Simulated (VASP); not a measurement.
InSe: electric field gradients with PBEsol

The system is InSe.

```
CELL_PARAMETERS angstrom
2.00664 1.15854 8.34430
-2.00664 1.15854 8.34430
0.00000 -2.31707 8.34430
ATOMIC_POSITIONS crystal
In 0.00000 0.00000 0.00000
In 0.11220 0.11220 0.11220
Se 0.61550 0.61550 0.61550
Se 0.83000 0.83000 0.83000
```

This cell differs from its parent crystal: volume scaled by 1.01.

```json
{
 "Program": "VASP 6.6.1",
 "Task": "electric field gradients",
 "Functional": "PBEsol",
 "Potentials or basis": "VASP PAW PBE potentials, release 64 (In_d, Se)",
 "Cutoff": "520 eV",
 "k mesh": "7 × 7 × 7",
 "Occupations": "fermi-dirac, width 0.01 eV",
 "Spin": "no spin polarisation",
 "Dipole correction": "no",
 "Further INCAR settings": "ALGO = Normal; EDIFF = 1e-08; NBANDS = 27"
}
```

| Item | Value |
| --- | --- |
| Pressure | -0.2 GPa |
| Largest force | 0.133 eV/Å |
| Band gap on the k mesh | 0.64 eV, indirect (least direct gap 0.68 eV) |

Forces on the atoms (eV/Å):
```
In   0.000  0.000  0.133
In   0.000  0.000 -0.133
Se   0.000  0.000  0.045
Se   0.000  0.000 -0.045
```

Stress tensor (GPa, compression positive):
```
-0.01  0.00  0.00
 0.00 -0.01  0.00
 0.00  0.00 -0.56
```

Levels at points of the mesh, in eV from the valence-band top:
```tsv
k point	band 15	band 16	band 17	band 18	band 19	band 20	band 21	band 22	band 23	band 24
(0.00, 0.00, 0.00)	-1.46	-1.18	-1.18	-1.05	-1.05	1.83	2.12	4.46	4.46	5.18
```

Electric field gradients, principal values (V/Å²):
```csv
atom,least,middle,greatest (by size)
1 In,50.758,50.758,-101.517
2 In,50.866,50.866,-101.732
3 Se,28.628,28.628,-57.255
4 Se,30.617,30.617,-61.234
```

Run time: 9.1 min on 1 thread of Intel(R) Xeon(R) Platinum 8259CL CPU @ 2.50GHz (Skylake/Cascade Lake) (shared host), peak memory 0.58 GiB.

Caveat: without QUAD_EFG the Cq values of the log hold for a quadrupole moment of 1 mb, not for the nuclei; the PAW data sets were made with another functional, which shifts forces and pressure a little; spin-orbit coupling is left out, which moves the levels of the heavy elements. A k mesh can miss the band edges.
